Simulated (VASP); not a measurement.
A run of VASP 6.6.1 is set up as follows.

INCAR

```
PREC = Accurate
ENCUT = 520
EDIFF = 1E-6
ISMEAR = 0
SIGMA = 0.05
LREAL = F
LASPH = T
NELM = 60
ALGO = Normal
ISIF = 2
LWAVE = F
LCHARG = F
GGA = PE
NBANDS = 16
```

The input KPOINTS:

```
regular mesh
0
Gamma
  12 12 6
```

POSCAR

```
SiC
1.0
    3.0759982064      0.0000000000      0.0000000000
   -1.5379991032      2.6638925888      0.0000000000
    0.0000000000      0.0000000000      5.0480000000
Si C
2 2
Direct
    0.3490531005      0.6784617126     -0.0023269709
    0.6643630559      0.3214834211      0.4963708857
    0.3214089076      0.6618352732      0.3889675565
    0.6651749360      0.3382195931      0.8869885287
```

Potentials or basis: VASP PAW PBE potentials, release 64 (Si, C).

The run is started by

```console
$ cat potpaw_PBE.64/Si/POTCAR potpaw_PBE.64/C/POTCAR > POTCAR
$ mpirun -np 1 vasp_std > vasp.out
```

(1) Estimate the largest force.

(2) Estimate the band gap on the k mesh.

(3) What does it give for the pressure?

Answers

(1) 1.628 eV/Å.

(2) 2.25 eV (least direct gap 4.11 eV).

(3) 4.3 GPa.

Caveat: the cell differs from its parent crystal (atoms moved at random); the stress differs along the axes, from -1 to 8 GPa; forces of over 1 eV/Å act on the atoms, so gaps and moduli don't describe the material at rest.
